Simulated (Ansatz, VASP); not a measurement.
**BaTiO3: VASP beside Ansatz**

The input INCAR:

```
PREC     = Accurate       # precision mode
ENCUT    = 520            # plane-wave cutoff, eV
EDIFF    = 1E-8           # SCF threshold, eV
ISMEAR   = -1             # smearing method
SIGMA    = 0.03           # smearing width, eV
LREAL    = False          # projectors in reciprocal space
LASPH    = True           # aspherical terms in the spheres
NELM     = 60             # most SCF steps
ALGO     = Normal         # electronic algorithm
ISIF     = 2              # what is computed and relaxed
LWAVE    = False          # write WAVECAR
LCHARG   = False          # write CHGCAR
GGA      = PS             # functional
LEFG     = True         
NBANDS   = 28             # bands
```

KPOINTS

```
Automatic mesh
0
Gamma
  7 7 7
```

The input POSCAR:

```
BaTiO3
1.0
    3.9457420220      0.0000000000      0.0000000000
    0.0000000000      3.9457420220      0.0000000000
    0.0000000000      0.0000000000      3.9636960459
Ba Ti O
1 1 3
Direct
    0.0000000000      0.0000000000      0.0000000000
    0.5000000000      0.5000000000      0.5000000000
    0.5000000000      0.5000000000      0.0000000000
    0.5000000000      0.0000000000      0.5000000000
    0.0000000000      0.5000000000      0.5000000000
```

Input for Ansatz:

```yaml
crystal:
  lattice:
    - [3.945742022, 0.0, 0.0]
    - [0.0, 3.945742022, 0.0]
    - [0.0, 0.0, 3.9636960459]
  atoms:
    - { symbol: Ba, position: [0.0, 0.0, 0.0] }
    - { symbol: Ti, position: [0.5, 0.5, 0.5] }
    - { symbol: O, position: [0.5, 0.5, 0.0] }
    - { symbol: O, position: [0.5, 0.0, 0.5] }
    - { symbol: O, position: [0.0, 0.5, 0.5] }
kpoints:
  mp_grid: { grid: [7, 7, 7] }
scf:
  occupations: { method: fermi_dirac, width: 0.03 }
hamiltonian:
  xc: pbesol
  pseudopotentials: { kind: paw }
output:
  forces: true
  stress: true
  eigenvalues: true
  efg: { contact_densities: true }
```

Change from the starting cell: volume scaled by 0.96, PAW files.

Alike in both runs: task electric field gradients; functional PBEsol; k mesh 7 × 7 × 7; occupations fermi-dirac, width 0.03 eV; no spin polarisation.

|  | VASP | Ansatz |
| --- | --- | --- |
| version | VASP 6.6.1 | Ansatz 0.2.0 |
| potentials or method | VASP PAW PBE potentials, release 64 (Ba_sv, Ti_sv, O) | PAW with Ansatz's default frozen-core files, scalar-relativistic |
| plane-wave cutoff (eV) | 520 | 420 |
| valence electrons in the cell | 40 | 40 |

```tsv
	VASP	Ansatz	Ansatz less VASP
gap on the k mesh at the Fermi level (eV)	1.83	1.90	+0.066
pressure (GPa)	4.7	2.6	-2.10
traceless stress, the component that is largest in VASP (GPa)	-0.69	-0.67	+0.020
size of Vzz on the site where it differs most (V/Å²)	18.7	19.7	+1.00
```

VASP's potentials were made for PBE, not for PBEsol.

Neither program's run includes spin-orbit coupling.
